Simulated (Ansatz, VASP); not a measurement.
Ru: VASP beside Ansatz

```
CELL_PARAMETERS angstrom
2.70595 0.00000 0.00000
-1.35297 2.34342 0.00000
0.00000 0.00000 4.25791
ATOMIC_POSITIONS crystal
Ru 0.33333 0.66667 0.25000
Ru 0.66667 0.33333 0.75000
```

Alike in both runs: task single point; functional r2SCAN; k mesh 8 × 8 × 5; occupations fermi-dirac, width 0.1 eV; no spin polarisation.

```csv
,VASP,Ansatz
version,VASP 6.6.1,Ansatz 0.2.0
potentials or method,"VASP PAW PBE potentials, release 64 (Ru_sv), cutoff 620 eV","plane waves (500 eV) with PAW, scalar-relativistic"
valence electrons in the cell,32,32
```

Ansatz gave:

```
pressure (GPa)                                                : -0.5
traceless stress, the component that is largest in VASP (GPa) : 1.23
```

Problem. What did VASP give for the same quantities?

Solution. Pressure (GPa): -0.4; traceless stress, the component that is largest in VASP (GPa): 1.25.

VASP's potentials were made for PBE, not for r2SCAN. With one functional, cell and mesh, what is left measures potentials, basis and numerics.
